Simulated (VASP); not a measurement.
Input of a VASP 6.6.1 run:

INCAR

```
PREC     = Accurate       # precision mode
ENCUT    = 600            # plane-wave cutoff, eV
EDIFF    = 1E-7           # SCF threshold, eV
ISMEAR   = 0              # smearing method
SIGMA    = 0.1            # smearing width, eV
LREAL    = F              # projectors in reciprocal space
LASPH    = T              # aspherical terms in the spheres
NELM     = 120            # most SCF steps
ALGO     = Normal         # electronic algorithm
ISIF     = 3              # what is computed and relaxed
LWAVE    = F              # write WAVECAR
LCHARG   = F              # write CHGCAR
GGA      = PE             # functional
IBRION   = 2              # ionic algorithm
NSW      = 60             # ionic steps
EDIFFG   = -0.04          # ionic threshold
GGA_COMPAT= F            
NELMIN   = 4
```

KPOINTS

```
regular mesh
0
Gamma
  6 6 4
```

POSCAR

```
ZnO
1.0
    3.2373510000      0.0000000000      0.0000000000
   -1.6186750000      2.8036280000      0.0000000000
    0.0000000000      0.0000000000      5.2220610000
Zn O
2 2
Direct
    0.6666670000      0.3333330000      0.5005920000
    0.3333330000      0.6666670000      0.0005920000
    0.6666670000      0.3333330000      0.8797180000
    0.3333330000      0.6666670000      0.3797180000
```

Potentials or basis: VASP PAW PBE potentials, release 64 (Zn, O).

The run is started by

```console
$ cat potpaw_PBE.64/Zn/POTCAR potpaw_PBE.64/O/POTCAR > POTCAR
$ mpirun -np 1 vasp_std > vasp.out
```

(1) What does it give for the relaxed volume?

(2) Predict the band gap on the k mesh.

## Answers

(1) 12.40 Å³/atom.

(2) 0.72 eV, direct.
